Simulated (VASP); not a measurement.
# Ge (P6_3/mmc) in VASP: further runs, part 2 of 2

VASP 6.6.1. Earlier steps stand in the parts before.

### 3 Single point, r2SCAN

This run uses another cell than the first one, of 21.12 Å³/atom.

POSCAR

```
Ge
1.0
    3.8950382457      0.0000000000      0.0000000000
   -1.9475191228      3.3732020404      0.0000000000
    0.0000000000      0.0000000000      6.4300879850
Ge
4
Direct
    0.6666666667      0.3333333333      0.0629010000
    0.3333333333      0.6666666667      0.5629010000
    0.6666666667      0.3333333333      0.4370990000
    0.3333333333      0.6666666667      0.9370990000
```

INCAR.step1

```
PREC = Accurate ; ENCUT = 520
ISMEAR = -1 ; SIGMA = 0.05
LREAL = F ; LASPH = T
NELM = 100 ; NBANDS = 36
GGA = PE ; ALGO = Normal
EDIFF = 1E-4 ; LWAVE = T
LCHARG = F
```

INCAR.step2

```
PREC = Accurate ; ENCUT = 520
EDIFF = 1E-7 ; ISMEAR = -1
SIGMA = 0.05 ; LREAL = F
LASPH = T ; NELM = 100
ALGO = Normal ; ISIF = 2
LWAVE = F ; LCHARG = F
METAGGA = R2SCAN ; LMIXTAU = T
NBANDS = 36 ; ISTART = 1
```

KPOINTS

```
regular mesh
0
Gamma
  7 7 4
```

Potentials or basis: VASP PAW PBE potentials, release 64 (Ge_d).

Run with:

```sh
$ cat potpaw_PBE.64/Ge_d/POTCAR > POTCAR
$ cp INCAR.step1 INCAR
$ mpirun -np 1 vasp_std > vasp.out
$ cp INCAR.step2 INCAR
$ mpirun -np 1 vasp_std > vasp.out
```

Wall time 8.1 min (1 thread of Intel Xeon 8259CL, shared host); peak memory 0.23 GiB.

The run converged. Its results:

- Free energy: -55.2668 eV
- Pressure: 6.7 GPa
- Largest force: 0.047 eV/Å
- Band gap on the k mesh: 0.27 eV

Forces in eV/Å, atoms in the order of the input:
```
Ge   0.000  0.000  0.047
Ge   0.000  0.000  0.047
Ge   0.000  0.000 -0.047
Ge   0.000  0.000 -0.047
```

Levels at points of the mesh, in eV from the valence-band top:
| k point | band 25 | band 26 | band 27 | band 28 | band 29 | band 30 | band 31 | band 32 |
| --- | --- | --- | --- | --- | --- | --- | --- | --- |
| (0.00, 0.00, 0.00) | -1.85 | -0.33 | 0.00 | 0.00 | 0.27 | 0.99 | 2.26 | 2.26 |
| (0.00, 0.00, 0.50) | -1.13 | -1.13 | -1.13 | -1.13 | 1.11 | 1.11 | 3.50 | 3.50 |

Caveat: the cell stands under pressure; the PAW data sets were made with another functional, which shifts forces and pressure a little; an odd mesh through Γ misses points on the zone boundary, where band edges can lie.

### 4 Single point, r2SCAN

This run uses another cell than the first one, of 21.69 Å³/atom.

POSCAR

```
Ge
1.0
    3.9298172131      0.0000000000      0.0000000000
   -1.9649086066      3.4033215095      0.0000000000
    0.0000000000      0.0000000000      6.4875025229
Ge
4
Direct
    0.6666666667      0.3333333333      0.0629010000
    0.3333333333      0.6666666667      0.5629010000
    0.6666666667      0.3333333333      0.4370990000
    0.3333333333      0.6666666667      0.9370990000
```

INCAR.step1: that of step 3 with these lines changed.

```diff
@@ -3,3 +3,3 @@
 LREAL = F ; LASPH = T
-NELM = 100 ; NBANDS = 36
+NELM = 60 ; NBANDS = 36
 GGA = PE ; ALGO = Normal
```

INCAR.step2

```
PREC = Accurate ; ENCUT = 520
EDIFF = 1E-7 ; ISMEAR = -1
SIGMA = 0.05 ; LREAL = F
LASPH = T ; NELM = 60
ALGO = Normal ; ISIF = 2
LWAVE = F ; LCHARG = T
METAGGA = R2SCAN ; LMIXTAU = T
LELF = T ; LVHAR = T
NBANDS = 36 ; ISTART = 1
```

KPOINTS

```
Automatic mesh
0
Gamma
  7 7 4
```

Potentials or basis: VASP PAW PBE potentials, release 64 (Ge_d).

Run with:

```sh
$ cat potpaw_PBE.64/Ge_d/POTCAR > POTCAR
$ cp INCAR.step1 INCAR
$ mpirun -np 1 vasp_std > vasp.out
$ cp INCAR.step2 INCAR
$ mpirun -np 1 vasp_std > vasp.out
```

OUTCAR:

```text
PREC = Accurate
   ENCUT = 520
   EDIFF = 1E-7
   ISMEAR = -1
   LREAL = F
   LASPH = T
   NELM = 60
   ISIF = 2
   METAGGA = R2SCAN
   ISTART = 1

 ion  position               nearest neighbor table
   1  0.667  0.333  0.063-   4 2.41   4 2.41   4 2.41   3 2.43
   2  0.333  0.667  0.563-   3 2.41   3 2.41   3 2.41   4 2.43
   3  0.667  0.333  0.437-   2 2.41   2 2.41   2 2.41   1 2.43
   4  0.333  0.667  0.937-   1 2.41   1 2.41   1 2.41   2 2.43

  LATTYP: Found a hexagonal cell.
[... 1133 lines left out ...]
  FORCE on cell =-STRESS in cart. coord.  units (eV):
  Direction    XX          YY          ZZ          XY          YZ          ZX
  --------------------------------------------------------------------------------------
  -------------------------------------------------------------------------------------
  Total        2.2445155      2.2445154      2.2221607     -0.0000000     -0.0000000      0.0000000
  in kB       41.4457798     41.4457791     41.0329920     -0.0000000     -0.0000000      0.0000000
  external PRESSURE =      41.3081836 kB  Pullay stress =       0.0000000 kB

 VOLUME and BASIS-vectors are now :
 -----------------------------------------------------------------------------
  energy-cutoff  :      520.00
  volume of cell :       86.77
      direct lattice vectors                 reciprocal lattice vectors
     3.929817213  0.000000000  0.000000000     0.254464762  0.146915300  0.000000000
    -1.964908607  3.403321510  0.000000000     0.000000000  0.293830600  0.000000000
     0.000000000  0.000000000  6.487502523     0.000000000  0.000000000  0.154142522

 POSITION                                       TOTAL-FORCE (eV/Angst)
 -----------------------------------------------------------------------------------
      1.96491      1.13444      0.40807        -0.000000      0.000000      0.031422
     -0.00000      2.26888      3.65182         0.000000     -0.000000      0.031422
      1.96491      1.13444      2.83568        -0.000000      0.000000     -0.031422
     -0.00000      2.26888      6.07943         0.000000     -0.000000     -0.031422
 -----------------------------------------------------------------------------------
    total drift:                               -0.000000      0.000000      0.000000

  FREE ENERGIE OF THE ION-ELECTRON SYSTEM (eV)
  ---------------------------------------------------
  free  energy   TOTEN  =       -55.3444674906 eV

  energy  without entropy=      -55.3439132469  energy(sigma->0) =      -55.34419037
```

OUTCAR.step1:

```text
PREC = Accurate
   ENCUT = 520
   ISMEAR = -1
   LREAL = F
   LASPH = T
[... 1163 lines left out ...]
      1.96491      1.13444      0.40807        -0.000000      0.000000      0.026773
     -0.00000      2.26888      3.65182         0.000000     -0.000000      0.026773
      1.96491      1.13444      2.83568        -0.000000      0.000000     -0.026773
     -0.00000      2.26888      6.07943         0.000000     -0.000000     -0.026773
 -----------------------------------------------------------------------------------
    total drift:                               -0.000000      0.000000      0.000000

  FREE ENERGIE OF THE ION-ELECTRON SYSTEM (eV)
  ---------------------------------------------------
  free  energy   TOTEN  =       -17.8109111349 eV

  energy  without entropy=      -17.8096275168  energy(sigma->0) =      -17.81026933
```

It took 7.5 min on 1 thread of Intel Xeon 8259CL, shared host; peak memory 0.23 GiB.

What came out:

| Property | Result |
| --- | --- |
| Free energy | -55.3445 eV |
| Pressure | 4.1 GPa |
| Largest force | 0.031 eV/Å |
| Band gap on the k mesh | 0.20 eV |

Forces in eV/Å, atoms in the order of the input:
```
Ge   0.000  0.000  0.031
Ge   0.000  0.000  0.031
Ge   0.000  0.000 -0.031
Ge   0.000  0.000 -0.031
```

Caveat: the cell stands under pressure; the PAW data sets were made with another functional, which shifts forces and pressure a little; an odd mesh through Γ misses points on the zone boundary, where band edges can lie.

### 5 Overview

```csv
cell,gap on the mesh (eV),pressure (GPa),largest force (eV/Å)
"a = 3.860, b = 3.860, c = 6.372 Å, angles 90.0, 90.0, 120.0°, 4 atoms",0.35,9.7,0.06
"a = 3.895, b = 3.895, c = 6.430 Å, angles 90.0, 90.0, 120.0°, 4 atoms",0.27,6.7,0.05
"a = 3.930, b = 3.930, c = 6.488 Å, angles 90.0, 90.0, 120.0°, 4 atoms",0.20,4.1,0.03
```

Alike in all rows: task single point; level r2SCAN; potentials or basis VASP PAW PBE potentials, release 64 (Ge_d); no spin polarisation; k mesh 7 × 7 × 4; cutoff (eV) 520; smearing fermi-dirac 0.05 eV.

Caveats: the cell stands under pressure; the PAW data sets were made with another functional, which shifts forces and pressure a little; an odd mesh through Γ misses points on the zone boundary, where band edges can lie.

Total energies depend on the potentials used, so only differences within one code and one set of settings carry meaning.
